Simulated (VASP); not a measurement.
A run of VASP 6.6.1:

INCAR

```
SYSTEM = SnTe
ALGO = Normal
EDIFF = 1E-7
EDIFFG = -0.02
ENCUT = 600
GGA = PS
IBRION = 2
ISIF = 3
ISMEAR = -1
LASPH = .TRUE.
LCHARG = .FALSE.
LREAL = .FALSE.
LWAVE = .FALSE.
NELM = 100
NSW = 80
PREC = Accurate
PSTRESS = 300.0
SIGMA = 0.05
```

File KPOINTS:

```
k-points
0
G
  7 7 7
  0 0 0
```

File POSCAR:

```
SnTe
1.0
    0.0000000000      3.1508500000      3.1508500000
    3.1508500000      0.0000000000      3.1508500000
    3.1508500000      3.1508500000      0.0000000000
Te Sn
1 1
Direct
    0.5000000000      0.5000000000      0.5000000000
    0.0000000000      0.0000000000      0.0000000000
```

Potentials or basis: VASP PAW PBE potentials, release 64 (Te, Sn_d).

The run is started by

```bash
$ cat potpaw_PBE.64/Te/POTCAR potpaw_PBE.64/Sn_d/POTCAR > POTCAR
$ mpirun -np 1 vasp_std > vasp.out
```

Hardware: 1 thread of Intel(R) Xeon(R) 6975P-C (Granite Rapids), on a shared host.

Estimate the wall time of this run.

It took 62 s on 1 thread of Intel(R) Xeon(R) 6975P-C (Granite Rapids) (shared host), peak memory 0.22 GiB. Counts: scf iterations 71, k points 20, ion steps 6.
